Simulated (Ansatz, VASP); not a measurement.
**Two plane-wave programs on Zn**

```
CELL_PARAMETERS angstrom
2.60155 0.00000 0.00000
-1.30077 2.25301 0.00000
0.00000 0.00000 4.94913
ATOMIC_POSITIONS crystal
Zn 0.33333 0.66667 0.25000
Zn 0.66667 0.33333 0.75000
```

Alike in both runs: functional r2SCAN; k mesh 18 × 18 × 8; occupations fermi-dirac, width 0.15 eV; no spin polarisation.

Ansatz relaxed the structure, and its values are those at the end. VASP's run is a single point on that final structure, the one shown.

|  | VASP | Ansatz |
| --- | --- | --- |
| version | VASP 6.6.1 | Ansatz 0.2.0 |
| potentials or method | VASP PAW PBE potentials, release 64 (Zn), cutoff 520 eV | scalar-relativistic, plane waves, PAW |
| valence electrons in the cell | 24 | 24 |

```tsv
	VASP	Ansatz	Ansatz less VASP
gap on the k mesh at the Fermi level (eV)	none	none	-
pressure (GPa)	0.5	0.0	-0.46
```

VASP's potentials were made for PBE, not for r2SCAN. A gap of «none» marks a metal or a gap that the smearing closes. With one functional, cell and mesh, what is left measures potentials, basis and numerics.
